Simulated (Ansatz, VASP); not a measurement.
**Two plane-wave programs on SnO**

Contents of INCAR:

```
PREC = Accurate
ENCUT = 600
EDIFF = 1E-6
ISMEAR = 0
SIGMA = 0.1
LREAL = F
LASPH = T
NELM = 100
ALGO = Normal
ISIF = 3
LWAVE = F
LCHARG = F
GGA = PE
IBRION = 2
NSW = 90
EDIFFG = -0.04
```

KPOINTS

```
regular mesh
0
Gamma
  6 6 4
```

Contents of POSCAR:

```
SnO
1.0
    4.2219045500      0.0000000000      0.0000000000
   -2.1109522700      3.6562765900      0.0000000000
    0.0000000000      0.0000000000      5.4560547100
Sn O
2 2
Direct
    0.3333333300      0.6666666700      0.7296472000
    0.3333333300      0.6666666700      0.2703528000
    0.6666666700      0.3333333300      0.7553115200
    0.6666666700      0.3333333300      0.2446884800
```

Input for Ansatz:

```yaml
crystal:
  lattice:
    - [4.22190455, 0.0, 0.0]
    - [-2.11095227, 3.65627659, 0.0]
    - [0.0, 0.0, 5.45605471]
  atoms:
    - { symbol: Sn, position: [0.33333333, 0.66666667, 0.7296472] }
    - { symbol: Sn, position: [0.33333333, 0.66666667, 0.2703528] }
    - { symbol: O, position: [0.66666667, 0.33333333, 0.75531152] }
    - { symbol: O, position: [0.66666667, 0.33333333, 0.24468848] }
basis:
  ecutwfc: 420
kpoints:
  mp_grid: { grid: [6, 6, 4] }
hamiltonian:
  xc: pbe
scf:
  occupations: { method: gaussian, width: 0.1 }
  lower_state_search: "off"
output:
  forces: true
  stress: true
  eigenvalues: true
relax:
  adjacent_minimum: "off"
  f_tol: 0.04
  max_steps: 70
  cell: { stress_tol: 0.4 }
```

Alike in both runs: task relaxation of cell and atoms; functional PBE; k mesh 6 × 6 × 4; occupations gaussian, width 0.1 eV; no spin polarisation.

|  | VASP | Ansatz |
| --- | --- | --- |
| version | VASP 6.6.1 | Ansatz 0.2.0 |
| potentials or method | VASP PAW PBE potentials, release 64 (Sn_d, O), cutoff 600 eV | scalar-relativistic, plane waves, PAW |
| valence electrons in the cell | 40 | 40 |

Ansatz gave:

```
gap on the k mesh at the Fermi level, each at its own relaxed structure (eV) : 0.30
relaxed volume (Å³/atom)                                                     : 18.82
relaxed length of the cell vector where the two differ most in proportion (Å)              : 6.076
```

Q: What did VASP give for the same quantities?

A: gap on the k mesh at the Fermi level, each at its own relaxed structure (eV): 0.30; relaxed volume (Å³/atom): 18.84; relaxed length of the cell vector where the two differ most in proportion (Å): 6.067.
